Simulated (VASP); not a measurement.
# Ge (Pm-3m) in VASP: notebook

Runs on Ge. Level: revPBE. Tasks: single point.

Everything below comes from runs of VASP 6.6.1. Logs are shortened: lines on timing, memory, paths and dates and some standing lists are left out, and cuts for length are marked.

## 1. The cell of the first run

Symmetry: Pm-3m, No. 221, cubic system. The conventional cell has a = 2.730 Å, b = 2.730 Å, c = 2.730 Å, α = 90.00°, β = 90.00°, γ = 90.00°. Ge (site symmetry m-3m) has 6 Ge at 2.73 Å within 3.6 Å.

## 2. Single point, revPBE

INCAR

```
SYSTEM = Ge
PREC = Accurate
ENCUT = 520
EDIFF = 1E-7
ISMEAR = -1
SIGMA = 0.1
LREAL = .False.
LASPH = .True.
NELM = 60
ALGO = Normal
ISIF = 2
LWAVE = .False.
LCHARG = .False.
GGA = RE
NBANDS = 13
```

KPOINTS

```
Automatic mesh
0
Gamma
  11 11 11
  0 0 0
```

POSCAR

```
Ge
1.0
    2.7300395176      0.0000000000      0.0000000000
    0.0000000000      2.7300395176      0.0000000000
    0.0000000000      0.0000000000      2.7300395176
Ge
1
Direct
    0.0000000000      0.0000000000      0.0000000000
```

Potentials or basis: VASP PAW PBE potentials, release 64 (Ge_d).

Started as:

```
$ cat potpaw_PBE.64/Ge_d/POTCAR > POTCAR
$ mpirun -np 1 vasp_std > vasp.out
```

OUTCAR:

```text
SYSTEM = Ge
   PREC = Accurate
   ENCUT = 520
   EDIFF = 1E-7
   ISMEAR = -1
   LREAL = .False.
   LASPH = .True.
   NELM = 60
   ISIF = 2
   GGA = RE

 ion  position               nearest neighbor table
   1  0.000  0.000  0.000-

  LATTYP: Found a simple cubic cell.
 ALAT       =     2.7300395176

  Lattice vectors:

 A1 = (   2.7300395176,   0.0000000000,   0.0000000000)
 A2 = (   0.0000000000,   2.7300395176,   0.0000000000)
 A3 = (   0.0000000000,   0.0000000000,   2.7300395176)

Analysis of symmetry for initial positions (statically):
=====================================================================
 Subroutine PRICEL returns:
 Original cell was already a primitive cell.

 Routine SETGRP: Setting up the symmetry group for a
 simple cubic supercell.

 Subroutine GETGRP returns: Found 48 space group operations
 (whereof 48 operations were pure point group operations)
 out of a pool of 48 trial point group operations.

The static configuration has the point symmetry O_h .

Analysis of symmetry for dynamics (positions and initial velocities):
=====================================================================
 Subroutine PRICEL returns:
 Original cell was already a primitive cell.

 Routine SETGRP: Setting up the symmetry group for a
 simple cubic supercell.

 Subroutine GETGRP returns: Found 48 space group operations
 (whereof 48 operations were pure point group operations)
 out of a pool of 48 trial point group operations.

The dynamic configuration has the point symmetry O_h .

 Subroutine INISYM returns: Found 48 space group operations
 (whereof 48 operations are pure point group operations),
 and found     1 'primitive' translations

----------------------------------------------------------------------------------------

                                     Primitive cell

  volume of cell :      20.3473

  direct lattice vectors                    reciprocal lattice vectors
     2.730039518  0.000000000  0.000000000     0.366295064  0.000000000  0.000000000
     0.000000000  2.730039518  0.000000000     0.000000000  0.366295064  0.000000000
     0.000000000  0.000000000  2.730039518     0.000000000  0.000000000  0.366295064

  length of vectors
     2.730039518  2.730039518  2.730039518     0.366295064  0.366295064  0.366295064

  position of ions in fractional coordinates (direct lattice)
     0.000000000  0.000000000  0.000000000

[... 75 lines left out ...]
   EDIFF  = 0.1E-06   stopping-criterion for ELM
   LREAL  =      F    real-space projection
   EDIFFG = 0.1E-05   stopping-criterion for IOM
   NSW    =      0    number of steps for IOM
   IBRION =     -1    ionic relax: 0-MD 1-quasi-New 2-CG
   NFREE  =      0    steps in history (QN), initial steepest desc. (CG)
   ISIF   =      2    stress and relaxation
   ISYM   =      2    0-nonsym 1-usesym 2-fastsym
   POTIM  = 0.5000    time-step for ionic-motion
   TEBEG  =    0.0;   TEEND  =   0.0 temperature during run
   PSTRESS=    0.0 pullay stress
   NELECT =      14.0000    total number of electrons
   NUPDOWN=      -1.0000    fix difference up-down
   EMIN   =  10.00;   EMAX   =-10.00  energy-range for DOS
   EFERMI =   0.00;   METHOD = LEGACY
   ISMEAR =    -1;   SIGMA  =   0.10  broadening in eV -4-tet -1-fermi 0-gaus
   EFERMI_NEDOS =   21; number of points for ismear=-14 and -15
   IALGO  =     38    algorithm
   IMIX   =      4    mixing-type and parameters
     AMIX     =   0.40;   BMIX     =  1.00
     AMIX_MAG =   1.60;   BMIX_MAG =  1.00
  volume/ion in A,a.u.               =      20.35       137.31
  Fermi-wavevector in a.u.,A,eV,Ry     =   1.445269  2.731162 28.419869  2.088801
  Thomas-Fermi vector in A             =   2.563470
   LORBIT       =      0    0 simple, 1 ext, 2 COOP (PROOUT), +10 PAW based schemes
   GGA     = RE    functional components
   LHFCALC =     F    Hartree Fock is set to
   AEXX    =    0.0000 exact exchange contribution
   IVDW    =     0    specifies the selected vdW correction
   LEPSILON=     F    determine dielectric tensor
   LRPA    =     F    only Hartree local field effects (RPA)
 non-spin polarized calculation
  energy-cutoff  :      520.00
  volume of cell :       20.35
 maximum number of plane-waves:       557
   NGX = 11   NGY = 11   NGZ = 11

 number of electron      13.9999996 magnetization

 Free energy of the ion-electron system (eV)
  ---------------------------------------------------
  ext. energy  EPLUGINS =         0.00000000
  ---------------------------------------------------
  free energy    TOTEN  =        -3.96302084 eV

  energy without entropy =       -3.94347218  energy(sigma->0) =       -3.95324651

 E-fermi :   5.6582     XC(G=0): -10.7268

 val. band max:        5.5506140808   @ k =   0.2727   0.2727   0.0000
 cond. band min:       5.7003939407   @ k =   0.2727   0.2727   0.0909
 fundamental gap:      0.1497798599
 Fermi energy:         5.6582273263

 k-point     1 :       0.0000    0.0000    0.0000
  band No.  band energies     occupation
      1     -18.9208      2.00000
      2     -18.9208      2.00000
      3     -18.6940      2.00000
      4     -18.6940      2.00000
      5     -18.6940      2.00000
      6      -6.7771      2.00000
      7      12.2701      0.00000
      8      12.2701      0.00000
      9      12.2701      0.00000
     10      15.6720      0.00000
     11      15.6720      0.00000
     12      18.0248      0.00000
     13      34.1250      0.00000
[... 354 lines left out ...]
  band No.  band energies     occupation
      1     -18.8922      2.00000
      2     -18.8088      2.00000
      3     -18.7337      2.00000
      4     -18.7328      2.00000
      5     -18.7006      2.00000
      6      -5.0559      2.00000
      7       4.9313      1.99861
      8      11.4781      0.00000
      9      12.0606      0.00000
     10      19.5515      0.00000
     11      19.9632      0.00000
     12      22.6298      0.00000
     13      23.2084      0.00000

 [... further k-points ...]
[... 5 lines left out ...]
  --------------------------------------------------------------------------------------
  -------------------------------------------------------------------------------------
  Total       -0.0163751     -0.0163751     -0.0163751     -0.0000000      0.0000000     -0.0000000
  in kB       -1.2893984     -1.2893984     -1.2893984     -0.0000000      0.0000000     -0.0000000
  external PRESSURE =      -1.2893984 kB  Pullay stress =       0.0000000 kB

 VOLUME and BASIS-vectors are now :
 -----------------------------------------------------------------------------
  energy-cutoff  :      520.00
  volume of cell :       20.35
      direct lattice vectors                 reciprocal lattice vectors
     2.730039518  0.000000000  0.000000000     0.366295064  0.000000000  0.000000000
     0.000000000  2.730039518  0.000000000     0.000000000  0.366295064  0.000000000
     0.000000000  0.000000000  2.730039518     0.000000000  0.000000000  0.366295064

 POSITION                                       TOTAL-FORCE (eV/Angst)
 -----------------------------------------------------------------------------------
      0.00000      0.00000      0.00000         0.000000      0.000000      0.000000
 -----------------------------------------------------------------------------------
    total drift:                                0.000000      0.000000      0.000000

  FREE ENERGIE OF THE ION-ELECTRON SYSTEM (eV)
  ---------------------------------------------------
  free  energy   TOTEN  =        -3.9630208432 eV

  energy  without entropy=       -3.9434721767  energy(sigma->0) =       -3.95324651
```

OSZICAR:

```text
N       E                     dE             d eps       ncg     rms          rms(c)
DAV:   1     0.608709549888E+02    0.60871E+02   -0.71108E+03  1547   0.290E+03
DAV:   2     0.155489449810E+01   -0.59316E+02   -0.56573E+02  1531   0.397E+02
DAV:   3    -0.388931173144E+01   -0.54442E+01   -0.54217E+01  1666   0.722E+01
DAV:   4    -0.396542446616E+01   -0.76113E-01   -0.76104E-01  1681   0.912E+00
DAV:   5    -0.396621747173E+01   -0.79301E-03   -0.79300E-03  1671   0.104E+00    0.142E+00
DAV:   6    -0.396312970246E+01    0.30878E-02   -0.64245E-03  1791   0.176E+00    0.814E-01
DAV:   7    -0.396295923530E+01    0.17047E-03   -0.52975E-03  1761   0.129E+00    0.806E-02
DAV:   8    -0.396301966643E+01   -0.60431E-04   -0.76095E-04  1746   0.613E-01    0.358E-02
DAV:   9    -0.396302076754E+01   -0.11011E-05   -0.30268E-05  1811   0.108E-01    0.628E-03
DAV:  10    -0.396302084325E+01   -0.75708E-07   -0.92699E-07  1601   0.101E-02
   1 F= -.39630208E+01 E0= -.39532465E+01  d E =-.195487E-01
```

Run time: 8.9 s. Hardware: 1 thread of Intel Xeon 6975P-C, shared host; peak memory 0.13 GiB.

Results:

```yaml
Free_energy: -3.9630 eV
Pressure: -0.1 GPa
Band_gap_on_the_k_mesh: zero (band 7 reaches 12.27 eV, above the bottom of band 8 at 3.65 eV)
```

Levels at points of the mesh, in eV from the Fermi level:
```
           k point  band 3  band 4  band 5  band 6  band 7  band 8  band 9  band 10  band 11  band 12
(0.00, 0.00, 0.00)  -24.35  -24.35  -24.35  -12.44    6.61    6.61    6.61    10.01    10.01    12.37
```

Caveat: the PAW data sets were made with another functional, which shifts forces and pressure a little.

## 3. Single point, revPBE (volume scaled by 0.88)

INCAR

```
PREC     = Accurate       # precision mode
ENCUT    = 520            # plane-wave cutoff, eV
EDIFF    = 1E-6           # SCF threshold, eV
ISMEAR   = -1             # smearing method
SIGMA    = 0.1            # smearing width, eV
LREAL    = F              # projectors in reciprocal space
LASPH    = T              # aspherical terms in the spheres
NELM     = 100            # most SCF steps
ALGO     = Normal         # electronic algorithm
ISIF     = 2              # what is computed and relaxed
LWAVE    = F              # write WAVECAR
LCHARG   = F              # write CHGCAR
GGA      = RE             # functional
NBANDS   = 13             # bands
```

KPOINTS

```
Automatic mesh
0
Gamma
  13 13 13
```

POSCAR

```
Ge
1.0
    2.6161531110      0.0000000000      0.0000000000
    0.0000000000      2.6161531110      0.0000000000
    0.0000000000      0.0000000000      2.6161531110
Ge
1
Direct
    0.0000000000      0.0000000000      0.0000000000
```

Potentials or basis: VASP PAW PBE potentials, release 64 (Ge_d).

Started as:

```
$ cat potpaw_PBE.64/Ge_d/POTCAR > POTCAR
$ mpirun -np 1 vasp_std > vasp.out
```

OUTCAR:

```text
PREC = Accurate
   ENCUT = 520
   EDIFF = 1E-6
   ISMEAR = -1
   LREAL = F
   LASPH = T
   NELM = 100
   ISIF = 2
   GGA = RE

 ion  position               nearest neighbor table
   1  0.000  0.000  0.000-

  LATTYP: Found a simple cubic cell.
 ALAT       =     2.6161531110

  Lattice vectors:

 A1 = (   2.6161531110,   0.0000000000,   0.0000000000)
 A2 = (   0.0000000000,   2.6161531110,   0.0000000000)
 A3 = (   0.0000000000,   0.0000000000,   2.6161531110)

[... 552 lines left out ...]
      4     -17.3811      2.00000
      5     -17.3350      2.00000
      6      -1.4234      2.00000
      7       4.4688      2.00000
      8       7.7071      0.01925
      9      14.5576      0.00000
     10      18.8614      0.00000
     11      23.4500      0.00000
     12      27.2590      0.00000
     13      27.7743      0.00000

 [... further k-points ...]
[... 5 lines left out ...]
  --------------------------------------------------------------------------------------
  -------------------------------------------------------------------------------------
  Total        1.2009415      1.2009415      1.2009415      0.0000000     -0.0000000     -0.0000000
  in kB      107.4590422    107.4590422    107.4590422      0.0000000     -0.0000000     -0.0000000
  external PRESSURE =     107.4590422 kB  Pullay stress =       0.0000000 kB

 VOLUME and BASIS-vectors are now :
 -----------------------------------------------------------------------------
  energy-cutoff  :      520.00
  volume of cell :       17.91
      direct lattice vectors                 reciprocal lattice vectors
     2.616153111  0.000000000  0.000000000     0.382240625  0.000000000  0.000000000
     0.000000000  2.616153111  0.000000000     0.000000000  0.382240625  0.000000000
     0.000000000  0.000000000  2.616153111     0.000000000  0.000000000  0.382240625

 POSITION                                       TOTAL-FORCE (eV/Angst)
 -----------------------------------------------------------------------------------
      0.00000      0.00000      0.00000         0.000000      0.000000      0.000000
 -----------------------------------------------------------------------------------
    total drift:                                0.000000      0.000000      0.000000

  FREE ENERGIE OF THE ION-ELECTRON SYSTEM (eV)
  ---------------------------------------------------
  free  energy   TOTEN  =        -3.9051983020 eV

  energy  without entropy=       -3.8916827370  energy(sigma->0) =       -3.89844052
```

stdout:

```text
POSCAR found type information on POSCAR Ge
 POSCAR found :  1 types and       1 ions
 scaLAPACK will be used
 -----------------------------------------------------------------------------
|                                                                             |
|                                                                             |
|     You enforced a specific xc type in the INCAR file but a different       |
|     I HOPE YOU KNOW WHAT YOU ARE DOING!                                     |
|                                                                             |
 -----------------------------------------------------------------------------

 LDA part: xc-table for (Slater+PW92), standard interpolation
 POSCAR, INCAR and KPOINTS ok, starting setup
 FFT: planning ... GRIDC
 FFT: planning ... GRID_SOFT
 FFT: planning ... GRID
 WAVECAR not read
 entering main loop
```

Wall time 12 s (1 thread of Intel Xeon 6975P-C, shared host); peak memory 0.13 GiB.

What came out:

- Free energy: -3.9052 eV
- Pressure: 10.7 GPa
- Band gap on the k mesh: zero (band 7 reaches 14.36 eV, above the bottom of band 8 at 4.70 eV)

Caveat: the PAW data sets were made with another functional, which shifts forces and pressure a little.
